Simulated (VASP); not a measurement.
Write the native input for VASP 6.6.1 that does the following.

```yaml
Task: relaxation of cell and atoms
Functional: PBEsol
Dispersion: D3(BJ)
Potentials_or_basis: VASP PAW PBE potentials, release 64 (Ba_sv)
Cutoff: 600 eV
k_mesh: 7 × 7 × 7, shifted
Occupations: fermi-dirac, width 0.05 eV
Spin: no spin polarisation
Dipole_correction: no
Further_INCAR_settings: ALGO = Normal; EDIFF = 1e-06; IBRION = 2; EDIFFG = -0.01; NSW = 80; ISIF = 3
```

The structure of Ba lies in POSCAR:

```
Ba
1.0
    3.9177180000      0.0000000000      0.0000000000
    0.0000000000      3.9177180000      0.0000000000
    0.0000000000      0.0000000000      3.9177180000
Ba
1
Direct
    0.0000000000      0.0000000000      0.0000000000
```

These files were run (other wordings do the same):

INCAR

```
PREC = Accurate ; ENCUT = 600
EDIFF = 1E-6 ; ISMEAR = -1
SIGMA = 0.05 ; LREAL = F
LASPH = T ; NELM = 60
ALGO = Normal ; ISIF = 3
LWAVE = F ; LCHARG = F
GGA = PS ; IVDW = 12
IBRION = 2 ; NSW = 80
EDIFFG = -0.01
```

KPOINTS

```
Automatic mesh
0
Gamma
  7 7 7
  0.5 0.5 0.5
```

Potentials or basis: VASP PAW PBE potentials, release 64 (Ba_sv).

Launch:

```console
$ cat potpaw_PBE.64/Ba_sv/POTCAR > POTCAR
$ mpirun -np 1 vasp_std > vasp.out
```

It gave:

| Item | Value |
| --- | --- |
| Relaxed volume | 51.66 Å³/atom |
| Relaxed cell | a = 3.724 Å, b = 3.724 Å, c = 3.724 Å, α = 90.00°, β = 90.00°, γ = 90.00° |
| Space group after relaxing (to 0.05 Å) | Pm-3m (No. 221) |
| Energy gained by relaxing | 36.4 meV/atom |
| Ionic steps | 4 |
| Pressure after relaxing | 0.0 GPa |
| Band gap on the k mesh | zero (band 5 reaches 2.11 eV, above the bottom of band 6 at 1.93 eV) |
| Dispersion energy per atom | -0.308 eV |

Caveat: the PAW data sets were made with another functional, which shifts forces and pressure a little; spin-orbit coupling is left out, which moves the levels of the heavy elements; pairwise dispersion overbinds metals, which lowers pressure and volume.

Run time: 30 s on 1 thread of Intel(R) Xeon(R) Platinum 8259CL CPU @ 2.50GHz (Skylake/Cascade Lake), on a shared host, peak memory 0.2 GiB.
